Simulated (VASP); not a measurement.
# Mo in VASP: single point with PBE

Aim: the single point of Mo with PBE.

All numbers are computed with VASP 6.6.1; they aren't measurements. Logs are shortened: lines on timing, memory, paths and dates and some standing lists are left out, and cuts for length are marked.

### 1 The cell of the first run

The cell holds a slab with vacuum, 3 atoms: a = 4.470 Å, b = 4.470 Å, c = 17.825 Å, α = 90.00°, β = 90.00°, γ = 120.00°.

### 2 Single point, PBE

Contents of POSCAR:

```
Mo
1.0
    4.4701026544      0.0000000000      0.0000000000
   -2.2350513272      3.8712224563      0.0000000000
    0.0000000000      0.0000000000     17.8249000000
Mo
3
Direct
    0.1666666665      0.3333333335      0.4488100420
    0.5000000005      0.9999999995      0.4999999998
    0.8333333335      0.6666666665      0.5511899580
```

Contents of INCAR.step1:

```
ALGO = Normal
DIPOL = 0.5 0.5 0.500
EDIFF = 1E-6
ENCUT = 520
GGA = PE
IDIPOL = 3
ISIF = 2
ISMEAR = -1
LASPH = T
LCHARG = T
LDIPOL = T
LMAXMIX = 4
LREAL = F
LWAVE = F
NBANDS = 28
NELM = 100
PREC = Accurate
SIGMA = 0.1
```

Contents of KPOINTS.step1:

```
k-points
0
Gamma
  10 10 1
```

Contents of INCAR.step2:

```
ALGO = Normal
DIPOL = 0.5 0.5 0.500
EDIFF = 1E-6
ENCUT = 520
GGA = PE
ICHARG = 11
IDIPOL = 3
ISIF = 2
ISMEAR = -5
LASPH = T
LCHARG = F
LDIPOL = T
LMAXMIX = 4
LORBIT = 11
LREAL = F
LWAVE = F
NBANDS = 28
NEDOS = 2001
NELM = 100
PREC = Accurate
SIGMA = 0.1
```

Contents of KPOINTS.step2:

```
k-points
0
Gamma
  15 15 1
```

Potentials or basis: VASP PAW PBE potentials, release 64 (Mo_sv).

The run is started by

```sh
> cat potpaw_PBE.64/Mo_sv/POTCAR > POTCAR
> cp INCAR.step1 INCAR
> cp KPOINTS.step1 KPOINTS
> mpirun -np 1 vasp_std > vasp.out
> cp INCAR.step2 INCAR
> cp KPOINTS.step2 KPOINTS
> mpirun -np 1 vasp_std > vasp.out
```

OUTCAR:

```text
EDIFF = 1E-6
   ENCUT = 520
   GGA = PE
   ICHARG = 11
   ISIF = 2
   ISMEAR = -5
   LASPH = T
   LORBIT = 11
   LREAL = F
   NELM = 100
   PREC = Accurate

 ion  position               nearest neighbor table
   1  0.167  0.333  0.449-   2 2.74   2 2.74   2 2.74   3 3.16   3 3.16   3 3.16
   2  0.500  1.000  0.500-   1 2.74   1 2.74   3 2.74   3 2.74   3 2.74   1 2.74
   3  0.833  0.667  0.551-   2 2.74   2 2.74   2 2.74   1 3.16   1 3.16   1 3.16

  LATTYP: Found a hexagonal cell.
 ALAT       =     4.4701026544
 C/A-ratio  =     3.9875818025

  Lattice vectors:

 A1 = (   4.4701026544,   0.0000000000,   0.0000000000)
 A2 = (  -2.2350513272,   3.8712224563,   0.0000000000)
 A3 = (   0.0000000000,   0.0000000000,  17.8249000000)

Analysis of symmetry for initial positions (statically):
=====================================================================
 Subroutine PRICEL returns:
 Original cell was already a primitive cell.

 Routine SETGRP: Setting up the symmetry group for a
 hexagonal supercell.

 Subroutine GETGRP returns: Found 12 space group operations
 (whereof  4 operations were pure point group operations)
 out of a pool of 24 trial point group operations.

The static configuration has the point symmetry C_2h.
 The point group associated with its full space group is D_3d.

Analysis of symmetry for dynamics (positions and initial velocities):
=====================================================================
 Subroutine PRICEL returns:
 Original cell was already a primitive cell.

 Routine SETGRP: Setting up the symmetry group for a
 hexagonal supercell.

 Subroutine GETGRP returns: Found 12 space group operations
 (whereof  4 operations were pure point group operations)
 out of a pool of 24 trial point group operations.

The dynamic configuration has the point symmetry C_2h.
 The point group associated with its full space group is D_3d.

 Subroutine INISYM returns: Found 12 space group operations
 (whereof  4 operations are pure point group operations),
 and found     1 'primitive' translations

----------------------------------------------------------------------------------------

                                     Primitive cell

  volume of cell :     308.4556

  direct lattice vectors                    reciprocal lattice vectors
     4.470102654  0.000000000  0.000000000     0.223708509  0.129158168  0.000000000
    -2.235051327  3.871222456  0.000000000     0.000000000  0.258316336  0.000000000
     0.000000000  0.000000000 17.824900000     0.000000000  0.000000000  0.056101297

  length of vectors
     4.470102654  4.470102654 17.824900000     0.258316336  0.258316336  0.056101297

  position of ions in fractional coordinates (direct lattice)
     0.166666666  0.333333334  0.448810042
     0.500000001  0.999999999  0.500000000
     0.833333334  0.666666666  0.551189958

  ion indices of the primitive-cell ions
   primitive index   ion index
                 1           1
                 2           2
                 3           3

----------------------------------------------------------------------------------------

 KPOINTS: k-points

Automatic generation of k-mesh.
 Grid dimensions read from file:
 generate k-points for:   15   15    1

 Generating k-lattice:

  Cartesian coordinates                     Fractional coordinates (reciprocal lattice)
     0.014913901  0.008610545  0.000000000     0.066666667  0.000000000  0.000000000
     0.000000000  0.017221089  0.000000000     0.000000000  0.066666667  0.000000000
     0.000000000  0.000000000  0.056101297     0.000000000  0.000000000  1.000000000

  Length of vectors
     0.017221089  0.017221089  0.056101297

  Shift w.r.t. Gamma in fractional coordinates (k-lattice)
     0.000000000  0.000000000  0.000000000

 TETIRR: Found    118 inequivalent tetrahedra from     1350

 Subroutine IBZKPT returns following result:
 ===========================================

 Found     27 irreducible k-points:

 Following reciprocal coordinates:
            Coordinates               Weight
  0.000000  0.000000  0.000000      1.000000
  0.066667  0.000000  0.000000      6.000000
  0.133333  0.000000  0.000000      6.000000
  0.200000  0.000000  0.000000      6.000000
  0.266667  0.000000  0.000000      6.000000
  0.333333  0.000000  0.000000      6.000000
[... 16 lines left out ...]
  0.333333  0.200000  0.000000     12.000000
  0.400000  0.200000  0.000000      6.000000
 [... further k-points ...]
   k-points           NKPTS =     27   k-points in BZ     NKDIM =     27   number of bands    NBANDS=     28
   number of dos      NEDOS =   2001   number of ions     NIONS =      3
   total plane-waves  NPLWV = 181440
   dimension x,y,z NGX =    36 NGY =   36 NGZ =  140
   dimension x,y,z NGXF=    72 NGYF=   72 NGZF=  280
   ions per type =               3
   NGX,Y,Z   is equivalent  to a cutoff of  13.39, 13.39, 13.06 a.u.
   NGXF,Y,Z  is equivalent  to a cutoff of  26.78, 26.78, 26.11 a.u.
 SYSTEM =  unknown system
   PREC   = accura    normal or accurate (medium, high low for compatibility)
   ISTART =      0    job   : 0-new  1-cont  2-samecut
   ICHARG =     11    charge: 1-file 2-atom 10-const
   ISPIN  =      1    spin polarized calculation?
   LNONCOLLINEAR =      F non collinear calculations
   LSORBIT =      F    spin-orbit coupling
   LASPH  =      T    aspherical Exc in radial PAW
   ENCUT  =  520.0 eV  38.22 Ry    6.18 a.u.   8.31  8.31 33.14*2*pi/ulx,y,z
   NELM   =    100;   NELMIN=  2; NELMDL=  0     # of ELM steps
   EDIFF  = 0.1E-05   stopping-criterion for ELM
   LREAL  =      F    real-space projection
   EDIFFG = 0.1E-04   stopping-criterion for IOM
   NSW    =      0    number of steps for IOM
   IBRION =     -1    ionic relax: 0-MD 1-quasi-New 2-CG
   NFREE  =      0    steps in history (QN), initial steepest desc. (CG)
   ISIF   =      2    stress and relaxation
   ISYM   =      2    0-nonsym 1-usesym 2-fastsym
   POTIM  = 0.5000    time-step for ionic-motion
   TEBEG  =    0.0;   TEEND  =   0.0 temperature during run
   PSTRESS=    0.0 pullay stress
   NELECT =      42.0000    total number of electrons
   NUPDOWN=      -1.0000    fix difference up-down
   EMIN   =  10.00;   EMAX   =-10.00  energy-range for DOS
   EFERMI =   0.00;   METHOD = LEGACY
   ISMEAR =    -5;   SIGMA  =   0.10  broadening in eV -4-tet -1-fermi 0-gaus
   EFERMI_NEDOS =   21; number of points for ismear=-14 and -15
   IALGO  =     38    algorithm
   IMIX   =      4    mixing-type and parameters
     AMIX     =   0.40;   BMIX     =  1.00
     AMIX_MAG =   1.60;   BMIX_MAG =  1.00
  volume/ion in A,a.u.               =     102.82       693.85
  Fermi-wavevector in a.u.,A,eV,Ry     =   0.842223  1.591570  9.651147  0.709339
  Thomas-Fermi vector in A             =   1.956894
   LORBIT       =     11    0 simple, 1 ext, 2 COOP (PROOUT), +10 PAW based schemes
   GGA     = PE    functional components
   LHFCALC =     F    Hartree Fock is set to
   AEXX    =    0.0000 exact exchange contribution
   IVDW    =     0    specifies the selected vdW correction
   LEPSILON=     F    determine dielectric tensor
   LRPA    =     F    only Hartree local field effects (RPA)
 non-spin polarized calculation
 Fermi weights with tetrahedron method with Bloechl corrections
  energy-cutoff  :      520.00
  volume of cell :      308.46
 maximum number of plane-waves:      8336
 NGX is ok and might be reduce to    36

 number of electron      42.0000004 magnetization

 dipolmoment           0.000000      0.000000     -0.000000 electrons x Angstroem

 Free energy of the ion-electron system (eV)
  ---------------------------------------------------
  ext. energy  EPLUGINS =         0.00000000
  ---------------------------------------------------
  free energy    TOTEN  =       -25.07208980 eV

  energy without entropy =      -25.07208980  energy(sigma->0) =      -25.07208980

 E-fermi :  -1.1815     XC(G=0):  -3.4045

 val. band max:       -1.1912325548   @ k =   0.2667   0.1333   0.0000
 cond. band min:      -1.1730504600   @ k =   0.4000   0.0667   0.0000
 fundamental gap:      0.0181820948
 Fermi energy:        -1.1815062168

 k-point     1 :       0.0000    0.0000    0.0000
  band No.  band energies     occupation
      1     -62.2384      2.00000
      2     -62.1806      2.00000
      3     -61.8105      2.00000
      4     -36.4271      2.00000
      5     -36.4271      2.00000
      6     -36.3799      2.00000
[... 20 lines left out ...]
     27       0.6064      0.00000
     28       1.2275      0.00000

 k-point     2 :       0.0667    0.0000    0.0000
  band No.  band energies     occupation
      1     -62.2371      2.00000
      2     -62.1808      2.00000
      3     -61.8117      2.00000
      4     -36.4363      2.00000
      5     -36.4346      2.00000
      6     -36.3763      2.00000
[... 20 lines left out ...]
     27       0.6085      0.00000
     28       1.1940      0.00000

 k-point     3 :       0.1333    0.0000    0.0000
  band No.  band energies     occupation
      1     -62.2333      2.00000
      2     -62.1816      2.00000
      3     -61.8149      2.00000
      4     -36.4586      2.00000
      5     -36.4517      2.00000
      6     -36.3701      2.00000
[... 20 lines left out ...]
     27       0.6198      0.00000
     28       1.1491      0.00000

 k-point     4 :       0.2000    0.0000    0.0000
  band No.  band energies     occupation
      1     -62.2274      2.00000
      2     -62.1828      2.00000
      3     -61.8198      2.00000
      4     -36.4857      2.00000
      5     -36.4712      2.00000
      6     -36.3652      2.00000
[... 20 lines left out ...]
     27       0.6304      0.00000
     28       0.9581      0.00000

 k-point     5 :       0.2667    0.0000    0.0000
  band No.  band energies     occupation
      1     -62.2202      2.00000
      2     -62.1845      2.00000
      3     -61.8256      2.00000
      4     -36.5119      2.00000
      5     -36.4888      2.00000
      6     -36.3614      2.00000
[... 20 lines left out ...]
     27       0.5927      0.00000
     28       0.9671      0.00000

 k-point     6 :       0.3333    0.0000    0.0000
  band No.  band energies     occupation
      1     -62.2125      2.00000
      2     -62.1866      2.00000
      3     -61.8313      2.00000
      4     -36.5338      2.00000
      5     -36.5023      2.00000
      6     -36.3576      2.00000
[... 463 lines left out ...]
      5     -36.4983      2.00000
      6     -36.3349      2.00000
[... 20 lines left out ...]
     27       0.4865      0.00000
     28       1.0591      0.00000

 k-point    22 :       0.2667    0.2000    0.0000
  band No.  band energies     occupation
      1     -62.2049      2.00000
      2     -62.1886      2.00000
      3     -61.8371      2.00000
      4     -36.5464      2.00000
      5     -36.5090      2.00000
      6     -36.3241      2.00000
[... 20 lines left out ...]
     27       0.4739      0.00000
     28       1.1200      0.00000

 k-point    23 :       0.3333    0.2000    0.0000
  band No.  band energies     occupation
      1     -62.1997      2.00000
      2     -62.1909      2.00000
      3     -61.8402      2.00000
      4     -36.5492      2.00000
      5     -36.5179      2.00000
      6     -36.3182      2.00000
[... 20 lines left out ...]
     27       0.5326      0.00000
     28       1.1948      0.00000

 k-point    24 :       0.4000    0.2000    0.0000
  band No.  band energies     occupation
      1     -62.1969      2.00000
      2     -62.1927      2.00000
      3     -61.8413      2.00000
      4     -36.5494      2.00000
      5     -36.5216      2.00000
      6     -36.3163      2.00000
[... 20 lines left out ...]
     27       0.5623      0.00000
     28       1.2652      0.00000

 [... further k-points ...]

------------------------ aborting loop because EDIFF is reached ----------------------------------------

 vacuum level on the upper side and lower side of the slab       (xc-potential included)        -0.091        -0.091

  FORCE on cell =-STRESS in cart. coord.  units (eV):
  Direction    XX          YY          ZZ          XY          YZ          ZX
  --------------------------------------------------------------------------------------
  -------------------------------------------------------------------------------------
  Total      -13.7141009    -13.7141009     -5.0299554      0.0000000     -0.0000000     -0.0000000
  in kB      -71.2336498    -71.2336498    -26.1265454      0.0000000     -0.0000000     -0.0000000
  external PRESSURE =     -56.1979483 kB  Pullay stress =       0.0000000 kB

 VOLUME and BASIS-vectors are now :
 -----------------------------------------------------------------------------
  energy-cutoff  :      520.00
  volume of cell :      308.46
      direct lattice vectors                 reciprocal lattice vectors
     4.470102654  0.000000000  0.000000000     0.223708509  0.129158168  0.000000000
    -2.235051327  3.871222456  0.000000000     0.000000000  0.258316336  0.000000000
     0.000000000  0.000000000 17.824900000     0.000000000  0.000000000  0.056101297

 POSITION                                       TOTAL-FORCE (eV/Angst)
 -----------------------------------------------------------------------------------
     -0.00000      1.29041      7.99999         0.000000      0.000000      2.383806
      0.00000      3.87122      8.91245        -0.000000      0.000000      0.000000
      2.23505      2.58081      9.82491        -0.000000      0.000000     -2.383806
 -----------------------------------------------------------------------------------
    total drift:                               -0.000002      0.000001     -0.000001

  FREE ENERGIE OF THE ION-ELECTRON SYSTEM (eV)
  ---------------------------------------------------
  free  energy   TOTEN  =       -25.0720897955 eV

  energy  without entropy=      -25.0720897955  energy(sigma->0) =      -25.07208980

 vacuum level on the upper side and lower side of the slab         2.397         2.397

 total charge

# of ion       s       p       d       tot
------------------------------------------
    1        2.304   6.035   3.826  12.165
    2        2.395   6.103   3.854  12.352
    3        2.304   6.035   3.826  12.165
--------------------------------------------------
tot          7.003  18.173  11.505  36.682
```

Wall time 4.6 min (1 thread of AMD EPYC 7R13 (Zen 3), shared host); peak memory 0.45 GiB.

Results:

* Valence electrons inside the program's atomic spheres: Mo 12.16, 12.35 (each value once)

Levels at points of the mesh, in eV from the Fermi level:
| k point | band 17 | band 18 | band 19 | band 20 | band 21 | band 22 | band 23 | band 24 | band 25 | band 26 |
| --- | --- | --- | --- | --- | --- | --- | --- | --- | --- | --- |
| (0.00, 0.00, 0.00) | -1.55 | -1.55 | -1.12 | -1.12 | -0.45 | 0.05 | 0.26 | 0.94 | 0.94 | 1.79 |

Caveat: tetrahedron occupations give inexact forces and stress in metals.
